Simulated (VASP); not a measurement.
Input of a VASP 6.6.1 run:

The input INCAR:

```
SYSTEM = BaPb
  PREC = Accurate
  ENCUT = 500
  EDIFF = 1E-7
  ISMEAR = -1
  SIGMA = 0.05
  LREAL = .FALSE.
  LASPH = .TRUE.
  NELM = 120
  ALGO = Normal
  ISIF = 3
  LWAVE = .FALSE.
  LCHARG = .FALSE.
  GGA = CA
  IBRION = 2
  NSW = 60
  EDIFFG = -0.01
  PSTRESS = 300.0
  GGA_COMPAT = .FALSE.
  NELMIN = 4
```

The input KPOINTS:

```
Automatic mesh
0
G
  7 7 7
  0 0 0
```

File POSCAR:

```
BaPb
1.0
    0.0000000000      3.6184900000      3.6184900000
    3.6184900000      0.0000000000      3.6184900000
    3.6184900000      3.6184900000      0.0000000000
Ba Pb
1 1
Direct
    0.0000000000      0.0000000000      0.0000000000
    0.5000000000      0.5000000000      0.5000000000
```

Potentials or basis: VASP PAW LDA potentials, release 64 (Ba_sv, Pb_d).

Launch:

```bash
$ cat potpaw_LDA.64/Ba_sv/POTCAR potpaw_LDA.64/Pb_d/POTCAR > POTCAR
$ mpirun -np 1 vasp_std > vasp.out
```

Task: What does it give for the space group after relaxing (to 0.1 Å)?

Result: Fm-3m (No. 225).

Task: What does it give for the relaxed volume?

Result: 27.07 Å³/atom.

Task: What does it give for the relaxed cell?

Result: a = 4.246 Å, b = 4.246 Å, c = 4.246 Å, α = 60.00°, β = 60.00°, γ = 60.00°.

Task: What does it give for the band gap on the k mesh?

Result: Zero (bands 12 and 13 overlap by 3.29 eV).

The path:
| step | energy change (eV) | largest force (eV/Å) | pressure (GPa) | volume (Å³) |
| --- | --- | --- | --- | --- |
| 1 | 0.0000 | 0.0000 | -2.04 | 94.76 |
| 2 | 96.2564 | 0.0000 | 2330.28 | 15.16 |
| 3 | -0.0623 | 0.0000 | 0.29 | 84.72 |
| 4 | 0.0119 | 0.0000 | 3.21 | 77.47 |
| 5 | 2.8098 | 0.0000 | 40.43 | 50.27 |
| 6 | 1.7871 | 0.0000 | 27.78 | 55.13 |
| 7 | 1.9567 | 0.0000 | 29.87 | 54.19 |
| 8 | 2.0835 | 0.0000 | 31.39 | 53.53 |
| 9 | 1.7891 | 0.0000 | 27.81 | 55.12 |
| 10 | 1.9669 | 0.0000 | 29.99 | 54.13 |

Caveat: the cell is relaxed towards a set pressure, so the run minimises the enthalpy, not the energy; the volume moved by over 15 % at a fixed basis, so the end points are rough; spin-orbit coupling is left out, which moves the levels of the heavy elements.
